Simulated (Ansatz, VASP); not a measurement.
**Two plane-wave programs on CoPtO2**

```
Co Pt O
1.0
     1.40509    0.81123    5.89887
    -1.40509    0.81123    5.89887
     0.00000   -1.62246    5.89887
Co Pt O
1 1 2
Direct
  0.50000 0.50000 0.50000
  0.00000 0.00000 0.00000
  0.88776 0.88776 0.88776
  0.11224 0.11224 0.11224
```

Alike in both runs: functional PBEsol; k mesh 18 × 18 × 18; occupations gaussian, width 0.1 eV; no spin polarisation.

Ansatz relaxed the structure, and its values are those at the end. VASP's run is a single point on that final structure, the one shown.

```csv
,VASP,Ansatz
version,VASP 6.6.1,Ansatz 0.2.0
potentials or method,"VASP PAW PBE potentials, release 64 (Co, Pt, O), cutoff 520 eV","scalar-relativistic, plane waves, PAW"
valence electrons in the cell,31,47
```

```csv
,VASP,Ansatz,Ansatz less VASP
gap on the k mesh at the Fermi level (eV),none,none,-
pressure (GPa),0.2,0.0,-0.17
```

VASP's potentials were made for PBE, not for PBEsol. A gap of «none» marks a metal or a gap that the smearing closes. VASP's potentials hold 31 valence electrons a cell and Ansatz's 47, so a difference there can come from the potentials and not from the codes.

Spin-orbit coupling is off throughout.
